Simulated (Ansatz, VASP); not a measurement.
One calculation of Ir, two programs

POSCAR

```
Ir
1.0
    0.0000000000      1.9411115100      1.9411115100
    1.9411115100      0.0000000000      1.9411115100
    1.9411115100      1.9411115100      0.0000000000
Ir
1
Direct
    0.0000000000      0.0000000000      0.0000000000
```

The input INCAR.step1:

```
SYSTEM = Ir
  ALGO = Normal
  EDIFF = 1E-4
  ENCUT = 520
  GGA = PE
  ISMEAR = 0
  LASPH = .TRUE.
  LCHARG = .FALSE.
  LREAL = .FALSE.
  LWAVE = .TRUE.
  NBANDS = 10
  NELM = 100
  PREC = Accurate
  SIGMA = 0.1
```

The input INCAR.step2:

```
SYSTEM = Ir
  ALGO = Normal
  EDIFF = 1E-6
  ENCUT = 520
  ISIF = 2
  ISMEAR = 0
  ISTART = 1
  LASPH = .TRUE.
  LCHARG = .FALSE.
  LMIXTAU = .TRUE.
  LREAL = .FALSE.
  LWAVE = .FALSE.
  METAGGA = R2SCAN
  NBANDS = 10
  NELM = 100
  PREC = Accurate
  SIGMA = 0.1
```

KPOINTS

```
k-points
0
G
  18 18 18
  0 0 0
```

Input for Ansatz:

```yaml
crystal:
  lattice:
    - [0.0, 1.94111151, 1.94111151]
    - [1.94111151, 0.0, 1.94111151]
    - [1.94111151, 1.94111151, 0.0]
  atoms:
    - { symbol: Ir, position: [0.0, 0.0, 0.0] }
basis:
  ecutwfc: 500
kpoints:
  mp_grid: { grid: [18, 18, 18] }
hamiltonian:
  xc: r2scan
scf:
  occupations: { method: gaussian, width: 0.1 }
output:
  forces: true
  stress: true
  eigenvalues: true
```

Alike in both runs: task single point; functional r2SCAN; k mesh 18 × 18 × 18; occupations gaussian, width 0.1 eV; no spin polarisation.

```csv
,VASP,Ansatz
version,VASP 6.6.1,Ansatz 0.2.0
potentials or method,"VASP PAW PBE potentials, release 64 (Ir), cutoff 520 eV","scalar-relativistic, plane waves, PAW"
valence electrons in the cell,9,17
```

Ansatz gave:

| Property | Result |
| --- | --- |
| gap on the k mesh at the Fermi level (eV) | none |
| pressure (GPa) | -10.4 |

Q: What did VASP give for the same quantities?

A: gap on the k mesh at the Fermi level (eV): none; pressure (GPa): -8.2.

VASP's potentials were made for PBE, not for r2SCAN. A gap of «none» marks a metal or a gap that the smearing closes. VASP's potentials hold 9 valence electrons a cell and Ansatz's 17, so a difference there can come from the potentials and not from the codes.

Spin-orbit coupling is off throughout.
